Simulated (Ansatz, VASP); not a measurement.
Au: VASP beside Ansatz

```
Au
1.0
     2.84080    0.00000    0.00000
    -1.42040    2.46020    0.00000
     0.00000    0.00000    4.78038
Au
2
Direct
  0.33333 0.66667 0.75000
  0.66667 0.33333 0.25000
```

Change from the starting cell: volume scaled by 0.94, crystal datasets.

Alike in both runs: task electric field gradients; functional LDA; k mesh 14 × 14 × 8; occupations fermi-dirac, width 0.03 eV; no spin polarisation.

|  | VASP | Ansatz |
| --- | --- | --- |
| version | VASP 6.6.1 | Ansatz 0.2.0 |
| potentials or method | VASP PAW LDA potentials, release 64 (Au), cutoff 520 eV | all-electron PAW with datasets made for the crystal, scalar-relativistic |

VASP gave:

```
pressure (GPa)                                                : -0.8
traceless stress, the component that is largest in VASP (GPa) : -0.61
size of Vzz on the site where it differs most (V/Å²)          : 31.2
```

Problem. Which values does Ansatz return?

Solution. Pressure (GPa): -1.3; traceless stress, the component that is largest in VASP (GPa): -0.47; size of Vzz on the site where it differs most (V/Å²): 16.9.

LDA's correlation is that of Perdew and Zunger in VASP and of Perdew and Wang (1992) in Ansatz. Ansatz ran all-electron here, and VASP with PAW potentials.

Neither program's run includes spin-orbit coupling.
